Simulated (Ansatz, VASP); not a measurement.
# BeSe: VASP beside Ansatz

File POSCAR:

```
BeSe
1.0
    0.0000000000      2.5810353788      2.5810353788
    2.5810353788      0.0000000000      2.5810353788
    2.5810353788      2.5810353788      0.0000000000
Be Se
1 1
Direct
    0.0000000000      0.0000000000      0.0000000000
    0.2500000000      0.2500000000      0.2500000000
```

File INCAR.step1:

```
  ALGO = Normal
  EDIFF = 1E-5
  ENCUT = 580
  GGA = PE
  GGA_COMPAT = F
  ISIF = 2
  ISMEAR = 0
  LASPH = T
  LREAL = F
  LWAVE = T
  NBANDS = 11
  NELM = 120
  PREC = Accurate
  SIGMA = 0.01
```

INCAR.step2

```
  AEXX = 0.1
  ALGO = Normal
  EDIFF = 1E-6
  ENCUT = 580
  GGA_COMPAT = F
  ISIF = 2
  ISMEAR = 0
  ISTART = 1
  LASPH = T
  LCHARG = T
  LELF = T
  LHFCALC = T
  LMIXTAU = T
  LREAL = F
  LVHAR = T
  LWAVE = F
  METAGGA = R2SCAN
  NBANDS = 11
  NELM = 120
  PREC = Accurate
  PRECFOCK = Normal
  SIGMA = 0.01
```

Contents of KPOINTS:

```
k-points
0
Gamma
  6 6 6
```

Input for Ansatz:

```yaml
crystal:
  lattice:
    - [0.0, 2.5810353788, 2.5810353788]
    - [2.5810353788, 0.0, 2.5810353788]
    - [2.5810353788, 2.5810353788, 0.0]
  atoms:
    - { symbol: Be, position: [0.0, 0.0, 0.0] }
    - { symbol: Se, position: [0.25, 0.25, 0.25] }
kpoints:
  mp_grid: { grid: [6, 6, 6] }
  band_path:
    path:
      - [0.0, 0.0, 0.0]
      - [-0.5, -0.5, 0.0]
      - [-0.375, -0.375, 0.25]
      - [-0.375, 0.0, 0.375]
      - [0.0, 0.0, 0.5]
      - [-0.5, -0.25, 0.25]
      - [0.0, 0.5, 0.5]
    npoints: 1
hamiltonian:
  xc: r2scanh
scf:
  occupations: { method: fixed }
  n_extra_bands: 4
output:
  forces: true
  stress: true
  eigenvalues: true
```

Alike in both runs: task single point; functional r2SCANh; k mesh 6 × 6 × 6; no spin polarisation.

```csv
,VASP,Ansatz
version,VASP 6.6.1,Ansatz 0.2.0
potentials or method,"VASP PAW PBE potentials, release 64 (Be, Se)","plane waves, PAW"
plane-wave cutoff (eV),580,500
occupations,"gaussian, width 0.01 eV",fixed
valence electrons in the cell,8,18
```

|  | VASP | Ansatz | Ansatz less VASP |
| --- | --- | --- | --- |
| gap on the k mesh at the Fermi level (eV) | 3.66 | 3.65 | -0.010 |
| pressure (GPa) | -0.2 | -0.3 | -0.14 |

VASP's potentials were made for PBE, not for r2SCANh. VASP's potentials hold 8 valence electrons a cell and Ansatz's 18, so a difference there can come from the potentials and not from the codes. Ansatz's warnings: stress exchange threshold loose, stress scf threshold loose.
